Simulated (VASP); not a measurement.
Wanted: the native input for a VASP 6.6.1 run.

```
Task                   : single point
Functional             : RPBE
Potentials or basis    : VASP PAW PBE potentials, release 64 (B, N)
Cutoff                 : 520 eV
k mesh                 : 8 × 8 × 8
Occupations            : gaussian, width 0.01 eV
Spin                   : no spin polarisation
Dipole correction      : no
Further INCAR settings : ALGO = Normal; EDIFF = 1e-06; NBANDS = 11
```

The structure of BN (Qingsongite) lies in POSCAR:

```
BN
1.0
    0.0000000000      1.8219639720      1.8219639720
    1.8219639720      0.0000000000      1.8219639720
    1.8219639720      1.8219639720      0.0000000000
B N
1 1
Direct
    0.0000000000      0.0000000000      0.0000000000
    0.2500000000      0.2500000000      0.2500000000
```

These files were run (other wordings do the same):

INCAR

```
ALGO     = Normal         # electronic algorithm
EDIFF    = 1E-6           # SCF threshold, eV
ENCUT    = 520            # plane-wave cutoff, eV
GGA      = RP             # functional
ISIF     = 2              # what is computed and relaxed
ISMEAR   = 0              # smearing method
LASPH    = True           # aspherical terms in the spheres
LCHARG   = False          # write CHGCAR
LREAL    = False          # projectors in reciprocal space
LWAVE    = False          # write WAVECAR
NBANDS   = 11             # bands
NELM     = 80             # most SCF steps
PREC     = Accurate       # precision mode
SIGMA    = 0.01           # smearing width, eV
```

KPOINTS

```
k-points
0
Gamma
  8 8 8
```

Potentials or basis: VASP PAW PBE potentials, release 64 (B, N).

Command:

```bash
$ cat potpaw_PBE.64/B/POTCAR potpaw_PBE.64/N/POTCAR > POTCAR
$ mpirun -np 1 vasp_std > vasp.out
```

Results of the run:

The pressure is 0.1 GPa and the band gap on the k mesh is 4.47 eV, indirect (least direct gap 8.76 eV).

Caveat: the PAW data sets were made with another functional, which shifts forces and pressure a little.

Run time: 7.1 s on 1 thread of Intel Xeon 8259CL, on a shared host, peak memory 0.12 GiB.
